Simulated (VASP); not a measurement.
Input of a VASP 6.6.1 run:

INCAR

```
SYSTEM = Ta2C
PREC = Accurate
ENCUT = 600
EDIFF = 1E-6
ISMEAR = 1
SIGMA = 0.15
LREAL = .FALSE.
LASPH = .TRUE.
NELM = 100
ALGO = Normal
ISIF = 3
LWAVE = .FALSE.
LCHARG = .FALSE.
GGA = PS
IBRION = 2
NSW = 80
EDIFFG = -0.005
```

KPOINTS

```
regular mesh
0
G
  10 10 6
  0 0 0
```

Contents of POSCAR:

```
Ta2C
1.0
    3.1059000000      0.0000000000      0.0000000000
   -1.5529500000      2.6897883016      0.0000000000
    0.0000000000      0.0000000000      4.9464000000
Ta C
2 1
Direct
    0.3333333333      0.6666666667      0.2520100000
    0.6666666667      0.3333333333      0.7479900000
    0.0000000000      0.0000000000      0.0000000000
```

Potentials or basis: VASP PAW PBE potentials, release 64 (Ta_pv, C).

Command:

```sh
$ cat potpaw_PBE.64/Ta_pv/POTCAR potpaw_PBE.64/C/POTCAR > POTCAR
$ mpirun -np 1 vasp_std > vasp.out
```

(1) Predict the relaxed cell.

(2) Predict the relaxed volume.

## Answers

(1) a = 3.098 Å, b = 3.098 Å, c = 4.920 Å, α = 90.00°, β = 90.00°, γ = 120.00°.

(2) 13.63 Å³/atom.

Caveat: the PAW data sets were made with another functional, which shifts forces and pressure a little.
